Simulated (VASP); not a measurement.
# Sc6Tl (Pm-3m) in VASP: a series of runs

Sc6Tl is run at these levels: PBE; tasks: single point, relaxation of cell and atoms.

All numbers are computed with VASP 6.6.1; they aren't measurements. Logs are shortened: lines on timing, memory, paths and dates and some standing lists are left out, and cuts for length are marked.

**1. The cell of the first run**

The structure is cubic, space group Pm-3m (No. 221). Conventional cell: a = 7.148 Å, b = 7.148 Å, c = 7.148 Å, α = 90.00°, β = 90.00°, γ = 90.00°. Within 3.9 Å of Sc (site symmetry 4mm) lie 5 Sc at 2.96 Å.

The cell was generated, and may not be a known phase.

**2. Single point, PBE**

The input, INCAR:

```
ALGO = Fast
EDIFF = 1E-7
ENCUT = 520
GGA = PE
ISIF = 2
ISMEAR = 0
LASPH = True
LCHARG = False
LREAL = False
LWAVE = False
NBANDS = 48
NELM = 80
PREC = Accurate
SIGMA = 0.1
```

The input, KPOINTS:

```
k-points
0
Gamma
  4 4 4
```

The input, POSCAR:

```
Sc6Tl
1.0
    7.1478677387      0.0000000000      0.0000000000
    0.0000000000      7.1478677387      0.0000000000
    0.0000000000      0.0000000000      7.1478677387
Sc Tl
6 1
Direct
    0.2072376894      0.5000000000      0.5000000000
    0.5000000000      0.7927623106      0.5000000000
    0.5000000000      0.2072376894      0.5000000000
    0.7927623106      0.5000000000      0.5000000000
    0.5000000000      0.5000000000      0.2072376894
    0.5000000000      0.5000000000      0.7927623106
    0.0000000000      0.0000000000      0.0000000000
```

Potentials or basis: VASP PAW PBE potentials, release 64 (Sc_sv, Tl_d).

Run with:

```sh
$ cat potpaw_PBE.64/Sc_sv/POTCAR potpaw_PBE.64/Tl_d/POTCAR > POTCAR
$ mpirun -np 1 vasp_std > vasp.out
```

OUTCAR:

```text
EDIFF = 1E-7
   ENCUT = 520
   GGA = PE
   ISIF = 2
   ISMEAR = 0
   LASPH = True
   LREAL = False
   NELM = 80
   PREC = Accurate

 ion  position               nearest neighbor table
   1  0.207  0.500  0.500-   2 2.96   3 2.96   5 2.96   6 2.96   4 2.96
   2  0.500  0.793  0.500-   1 2.96   4 2.96   5 2.96   6 2.96   3 2.96
   3  0.500  0.207  0.500-   1 2.96   4 2.96   5 2.96   6 2.96   2 2.96
   4  0.793  0.500  0.500-   2 2.96   3 2.96   5 2.96   6 2.96   1 2.96
   5  0.500  0.500  0.207-   1 2.96   2 2.96   3 2.96   4 2.96   6 2.96
   6  0.500  0.500  0.793-   1 2.96   2 2.96   3 2.96   4 2.96   5 2.96
   7  0.000  0.000  0.000-

  LATTYP: Found a simple cubic cell.
 ALAT       =     7.1478677387

  Lattice vectors:

 A1 = (   7.1478677387,   0.0000000000,   0.0000000000)
 A2 = (   0.0000000000,   7.1478677387,   0.0000000000)
 A3 = (   0.0000000000,   0.0000000000,   7.1478677387)

Analysis of symmetry for initial positions (statically):
=====================================================================
 Subroutine PRICEL returns:
 Original cell was already a primitive cell.

 Routine SETGRP: Setting up the symmetry group for a
 simple cubic supercell.

 Subroutine GETGRP returns: Found 48 space group operations
 (whereof 48 operations were pure point group operations)
 out of a pool of 48 trial point group operations.

The static configuration has the point symmetry O_h .

Analysis of symmetry for dynamics (positions and initial velocities):
=====================================================================
 Subroutine PRICEL returns:
 Original cell was already a primitive cell.

 Routine SETGRP: Setting up the symmetry group for a
 simple cubic supercell.

 Subroutine GETGRP returns: Found 48 space group operations
 (whereof 48 operations were pure point group operations)
 out of a pool of 48 trial point group operations.

The dynamic configuration has the point symmetry O_h .

 Subroutine INISYM returns: Found 48 space group operations
 (whereof 48 operations are pure point group operations),
 and found     1 'primitive' translations

----------------------------------------------------------------------------------------

                                     Primitive cell

  volume of cell :     365.1990

  direct lattice vectors                    reciprocal lattice vectors
     7.147867739  0.000000000  0.000000000     0.139901861  0.000000000  0.000000000
     0.000000000  7.147867739  0.000000000     0.000000000  0.139901861  0.000000000
     0.000000000  0.000000000  7.147867739     0.000000000  0.000000000  0.139901861

  length of vectors
     7.147867739  7.147867739  7.147867739     0.139901861  0.139901861  0.139901861

  position of ions in fractional coordinates (direct lattice)
     0.207237689  0.500000000  0.500000000
     0.500000000  0.792762311  0.500000000
     0.500000000  0.207237689  0.500000000
     0.792762311  0.500000000  0.500000000
     0.500000000  0.500000000  0.207237689
     0.500000000  0.500000000  0.792762311
     0.000000000  0.000000000  0.000000000

  ion indices of the primitive-cell ions
   primitive index   ion index
                 1           1
                 2           2
                 3           3
                 4           4
                 5           5
                 6           6
                 7           7

----------------------------------------------------------------------------------------

 KPOINTS: k-points

Automatic generation of k-mesh.
 Grid dimensions read from file:
 generate k-points for:    4    4    4

 Generating k-lattice:

  Cartesian coordinates                     Fractional coordinates (reciprocal lattice)
     0.034975465  0.000000000  0.000000000     0.250000000  0.000000000  0.000000000
     0.000000000  0.034975465  0.000000000     0.000000000  0.250000000  0.000000000
     0.000000000  0.000000000  0.034975465     0.000000000  0.000000000  0.250000000

  Length of vectors
     0.034975465  0.034975465  0.034975465

  Shift w.r.t. Gamma in fractional coordinates (k-lattice)
     0.000000000  0.000000000  0.000000000

 Subroutine IBZKPT returns following result:
 ===========================================

 Found     10 irreducible k-points:

 Following reciprocal coordinates:
            Coordinates               Weight
  0.000000  0.000000  0.000000      1.000000
  0.250000  0.000000  0.000000      6.000000
  0.500000  0.000000  0.000000      3.000000
  0.250000  0.250000  0.000000     12.000000
  0.500000  0.250000  0.000000     12.000000
  0.500000  0.500000  0.000000      3.000000
  0.250000  0.250000  0.250000      8.000000
  0.500000  0.250000  0.250000     12.000000
  0.500000  0.500000  0.250000      6.000000
  0.500000  0.500000  0.500000      1.000000
   k-points           NKPTS =     10   k-points in BZ     NKDIM =     10   number of bands    NBANDS=     48
   number of dos      NEDOS =    301   number of ions     NIONS =      7
   total plane-waves  NPLWV = 157464
   dimension x,y,z NGX =    54 NGY =   54 NGZ =   54
   dimension x,y,z NGXF=   108 NGYF=  108 NGZF=  108
   ions per type =               6   1
   NGX,Y,Z   is equivalent  to a cutoff of  12.56, 12.56, 12.56 a.u.
   NGXF,Y,Z  is equivalent  to a cutoff of  25.12, 25.12, 25.12 a.u.
 SYSTEM =  unknown system
   PREC   = accura    normal or accurate (medium, high low for compatibility)
   ISTART =      0    job   : 0-new  1-cont  2-samecut
   ICHARG =      2    charge: 1-file 2-atom 10-const
   ISPIN  =      1    spin polarized calculation?
   LNONCOLLINEAR =      F non collinear calculations
   LSORBIT =      F    spin-orbit coupling
   LASPH  =      T    aspherical Exc in radial PAW
   ENCUT  =  520.0 eV  38.22 Ry    6.18 a.u.  13.29 13.29 13.29*2*pi/ulx,y,z
   NELM   =     80;   NELMIN=  2; NELMDL= -5     # of ELM steps
   EDIFF  = 0.1E-06   stopping-criterion for ELM
   LREAL  =      F    real-space projection
   EDIFFG = 0.1E-05   stopping-criterion for IOM
   NSW    =      0    number of steps for IOM
   IBRION =     -1    ionic relax: 0-MD 1-quasi-New 2-CG
   NFREE  =      0    steps in history (QN), initial steepest desc. (CG)
   ISIF   =      2    stress and relaxation
   ISYM   =      2    0-nonsym 1-usesym 2-fastsym
   POTIM  = 0.5000    time-step for ionic-motion
   TEBEG  =    0.0;   TEEND  =   0.0 temperature during run
   PSTRESS=    0.0 pullay stress
   NELECT =      79.0000    total number of electrons
   NUPDOWN=      -1.0000    fix difference up-down
   EMIN   =  10.00;   EMAX   =-10.00  energy-range for DOS
   EFERMI =   0.00;   METHOD = LEGACY
   ISMEAR =     0;   SIGMA  =   0.10  broadening in eV -4-tet -1-fermi 0-gaus
   EFERMI_NEDOS =   21; number of points for ismear=-14 and -15
   IALGO  =     68    algorithm
   IMIX   =      4    mixing-type and parameters
     AMIX     =   0.40;   BMIX     =  1.00
     AMIX_MAG =   1.60;   BMIX_MAG =  1.00
  volume/ion in A,a.u.               =      52.17       352.07
  Fermi-wavevector in a.u.,A,eV,Ry     =   0.982745  1.857118 13.140330  0.965787
  Thomas-Fermi vector in A             =   2.113850
   LORBIT       =      0    0 simple, 1 ext, 2 COOP (PROOUT), +10 PAW based schemes
   GGA     = PE    functional components
   LHFCALC =     F    Hartree Fock is set to
   AEXX    =    0.0000 exact exchange contribution
   IVDW    =     0    specifies the selected vdW correction
   LEPSILON=     F    determine dielectric tensor
   LRPA    =     F    only Hartree local field effects (RPA)
 non-spin polarized calculation
 RMM-DIIS sequential band-by-band and
 Gauss-broadening in eV      SIGMA  =   0.10
  energy-cutoff  :      520.00
  volume of cell :      365.20
 maximum number of plane-waves:      9890
 NGX is ok and might be reduce to    54
   NGX = 27   NGY = 27   NGZ = 27

 number of electron      79.0000008 magnetization

 Free energy of the ion-electron system (eV)
  ---------------------------------------------------
  ext. energy  EPLUGINS =         0.00000000
  ---------------------------------------------------
  free energy    TOTEN  =       -27.99336668 eV

  energy without entropy =      -27.83850801  energy(sigma->0) =      -27.91593734

 E-fermi :   0.4584     XC(G=0):  -6.7914

 val. band max:        0.4582265183   @ k =   0.5000   0.2500   0.0000
 cond. band min:       0.4666527766   @ k =   0.5000   0.5000   0.0000
 fundamental gap:      0.0084262583
 Fermi energy:         0.4583611337

 k-point     1 :       0.0000    0.0000    0.0000
  band No.  band energies     occupation
      1     -49.2389      2.00000
      2     -49.1463      2.00000
      3     -49.1463      2.00000
      4     -49.1448      2.00000
      5     -49.1448      2.00000
      6     -49.1448      2.00000
[... 40 lines left out ...]
     47       1.4133      0.00000
     48       1.4134      0.00000

 k-point     2 :       0.2500    0.0000    0.0000
  band No.  band energies     occupation
      1     -49.2351      2.00000
      2     -49.1660      2.00000
      3     -49.1463      2.00000
      4     -49.1448      2.00000
      5     -49.1448      2.00000
      6     -49.1289      2.00000
[... 40 lines left out ...]
     47       1.2914      0.00000
     48       1.3604      0.00000

 k-point     3 :       0.5000    0.0000    0.0000
  band No.  band energies     occupation
      1     -49.2305      2.00000
      2     -49.1769      2.00000
      3     -49.1463      2.00000
      4     -49.1448      2.00000
      5     -49.1448      2.00000
      6     -49.1226      2.00000
[... 346 lines left out ...]
     47       1.4155      0.00000
     48       1.4446      0.00000

 k-point    10 :       0.5000    0.5000    0.5000
  band No.  band energies     occupation
      1     -49.2072      2.00000
      2     -49.1769      2.00000
      3     -49.1769      2.00000
      4     -49.1769      2.00000
      5     -49.1140      2.00000
      6     -49.1140      2.00000
[... 40 lines left out ...]
     47       1.2031      0.00000
     48       1.4871      0.00000

------------------------ aborting loop because EDIFF is reached ----------------------------------------

  FORCE on cell =-STRESS in cart. coord.  units (eV):
  Direction    XX          YY          ZZ          XY          YZ          ZX
  --------------------------------------------------------------------------------------
  -------------------------------------------------------------------------------------
  Total        0.5983145      0.5983145      0.5983145     -0.0000000     -0.0000000      0.0000000
  in kB        2.6248867      2.6248867      2.6248867     -0.0000000     -0.0000000      0.0000000
  external PRESSURE =       2.6248867 kB  Pullay stress =       0.0000000 kB

 VOLUME and BASIS-vectors are now :
 -----------------------------------------------------------------------------
  energy-cutoff  :      520.00
  volume of cell :      365.20
      direct lattice vectors                 reciprocal lattice vectors
     7.147867739  0.000000000  0.000000000     0.139901861  0.000000000  0.000000000
     0.000000000  7.147867739  0.000000000     0.000000000  0.139901861  0.000000000
     0.000000000  0.000000000  7.147867739     0.000000000  0.000000000  0.139901861

 POSITION                                       TOTAL-FORCE (eV/Angst)
 -----------------------------------------------------------------------------------
      1.48131      3.57393      3.57393        -0.012494      0.000000      0.000000
      3.57393      5.66656      3.57393        -0.000000      0.012494      0.000000
      3.57393      1.48131      3.57393        -0.000000     -0.012494      0.000000
      5.66656      3.57393      3.57393         0.012494      0.000000      0.000000
      3.57393      3.57393      1.48131        -0.000000      0.000000     -0.012494
      3.57393      3.57393      5.66656        -0.000000      0.000000      0.012494
      0.00000      0.00000      0.00000        -0.000000      0.000000      0.000000
 -----------------------------------------------------------------------------------
    total drift:                                0.000000      0.000000     -0.000000

  FREE ENERGIE OF THE ION-ELECTRON SYSTEM (eV)
  ---------------------------------------------------
  free  energy   TOTEN  =       -27.9933666768 eV

  energy  without entropy=      -27.8385080060  energy(sigma->0) =      -27.91593734
```

It took 12 min on 1 thread of Oxide Virtual Turin-like, shared host; peak memory 0.45 GiB.

What came out:

* Free energy: -27.9934 eV
* Pressure: 0.3 GPa
* Largest force: 0.012 eV/Å
* Band gap on the k mesh: zero (an odd number of electrons rules out a gap without spin polarisation)

Forces on the atoms (eV/Å):
```
Sc  -0.012  0.000  0.000
Sc   0.000  0.012  0.000
Sc   0.000 -0.012  0.000
Sc   0.012  0.000  0.000
Sc   0.000  0.000 -0.012
Sc   0.000  0.000  0.012
Tl   0.000  0.000  0.000
```

Caveat: spin-orbit coupling is left out, which moves the levels of the heavy elements.

**3. Relaxation of cell and atoms, PBE**

This run uses another cell than the first one, of 19.31 Å³/atom.

The input, INCAR:

```
ALGO = Normal
EDIFF = 1E-7
EDIFFG = -0.04
ENCUT = 600
GGA = PE
IBRION = 2
ISIF = 3
ISMEAR = 0
LASPH = T
LCHARG = F
LREAL = F
LWAVE = F
NELM = 80
NSW = 90
PREC = Accurate
SIGMA = 0.1
```

KPOINTS is that of step 2.

The input, POSCAR:

```
Sc6Tl
1.0
    5.1316799900      0.0000000000      0.0000000000
    0.0000000000      5.1316799900      0.0000000000
    0.0000000000      0.0000000000      5.1316799900
Sc Tl
6 1
Direct
    0.1987293400      0.5000000000      0.5000000000
    0.5000000000      0.8012706600      0.5000000000
    0.5000000000      0.1987293400      0.5000000000
    0.8012706600      0.5000000000      0.5000000000
    0.5000000000      0.5000000000      0.1987293400
    0.5000000000      0.5000000000      0.8012706600
    0.0000000000      0.0000000000      0.0000000000
```

Potentials or basis: VASP PAW PBE potentials, release 64 (Sc_sv, Tl_d).

Run with:

```sh
$ cat potpaw_PBE.64/Sc_sv/POTCAR potpaw_PBE.64/Tl_d/POTCAR > POTCAR
$ mpirun -np 1 vasp_std > vasp.out
```

It took 23 min on 1 thread of Oxide Virtual Turin-like, shared host; peak memory 0.26 GiB.

It converged, with:

* Free energy: -27.7862 eV
* Relaxed volume: 52.23 Å³/atom
* Relaxed cell: a = 7.150 Å, b = 7.150 Å, c = 7.150 Å, α = 90.00°, β = 90.00°, γ = 90.00°
* Space group after relaxing (to 0.1 Å): Pm-3m (No. 221)
* Energy gained by relaxing: 2020.9 meV/atom
* Ionic steps: 14
* Pressure after relaxing: 0.0 GPa
* Largest force after relaxing: 0.006 eV/Å
* Band gap on the k mesh: zero (an odd number of electrons rules out a gap without spin polarisation)

Forces on the atoms (eV/Å):
```
Sc   0.006  0.000  0.000
Sc   0.000 -0.006  0.000
Sc   0.000  0.006  0.000
Sc  -0.006  0.000  0.000
Sc   0.000  0.000  0.006
Sc   0.000  0.000 -0.006
Tl   0.000  0.000  0.000
```

Step by step:
```tsv
step	energy change (eV)	largest force (eV/Å)	pressure (GPa)	volume (Å³)
1	0.0000	5.3739	40.79	135.14
2	-8.6589	8.6688	7.77	255.85
3	-9.6149	5.9079	11.43	212.89
4	-13.6947	1.1969	-1.10	356.99
5	-13.5572	1.2974	-0.15	316.42
6	-13.7022	1.1951	-1.01	351.47
7	-13.9961	0.5017	0.31	326.09
8	-14.0033	0.3386	0.64	321.54
9	-14.0596	0.2356	0.49	329.43
10	-14.1376	0.0289	0.24	352.54
11	-14.1419	0.0899	0.21	358.79
12	-14.1421	0.1096	0.20	360.87
13	-14.1451	0.0651	-0.10	368.13
14	-14.1463	0.0061	0.00	365.58
```

Final structure:
```
Sc Tl
1.0
     7.15034    0.00000    0.00000
     0.00000    7.15034    0.00000
     0.00000    0.00000    7.15034
Sc Tl
6 1
Direct
  0.20705 0.50000 0.50000
  0.50000 0.79295 0.50000
  0.50000 0.20705 0.50000
  0.79295 0.50000 0.50000
  0.50000 0.50000 0.20705
  0.50000 0.50000 0.79295
  0.00000 0.00000 0.00000
```

Levels at points of the mesh, in eV from the Fermi level:
| k point | band 38 | band 39 | band 40 | band 41 | band 42 | band 43 |
| --- | --- | --- | --- | --- | --- | --- |
| (0.00, 0.00, 0.00) | 0.00 | 0.00 | 0.00 | 0.06 | 0.06 | 0.06 |
| (0.50, 0.00, 0.00) | -0.12 | -0.04 | -0.01 | 0.11 | 0.18 | 0.34 |
| (0.50, 0.50, 0.00) | -0.11 | -0.11 | 0.01 | 0.01 | 0.21 | 0.21 |
| (0.50, 0.50, 0.50) | -0.30 | -0.23 | -0.10 | -0.10 | -0.10 | 0.68 |

Caveat: the volume moved by over 15 % at a fixed basis, so the end points are rough; spin-orbit coupling is left out, which moves the levels of the heavy elements.
